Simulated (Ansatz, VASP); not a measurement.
AlRu: VASP beside Ansatz

```
CELL_PARAMETERS angstrom
2.99160 0.00000 0.00000
0.00000 2.99160 0.00000
0.00000 0.00000 2.93177
ATOMIC_POSITIONS crystal
Al 0.00000 0.00000 0.00000
Ru 0.50000 0.50000 0.50000
```

Change from the starting cell: z stretched by -2 %, ions relaxed.

Alike in both runs: functional PBE; k mesh 16 × 16 × 16; occupations fermi-dirac, width 0.05 eV; no spin polarisation.

Ansatz relaxed the structure, and its values are those at the end. VASP's run is a single point on that final structure, the one shown.

|  | VASP | Ansatz |
| --- | --- | --- |
| version | VASP 6.6.1 | Ansatz 0.2.0 |
| potentials or method | VASP PAW PBE potentials, release 64 (Al, Ru_pv) | plane-wave PAW, scalar-relativistic |
| plane-wave cutoff (eV) | 520 | 420 |
| valence electrons in the cell | 17 | 19 |

```csv
,VASP,Ansatz,Ansatz less VASP
pressure (GPa),7.2,7.2,+0.02
```

VASP's potentials hold 17 valence electrons a cell and Ansatz's 19, so a difference there can come from the potentials and not from the codes. Ansatz's warnings: stress scf threshold loose.
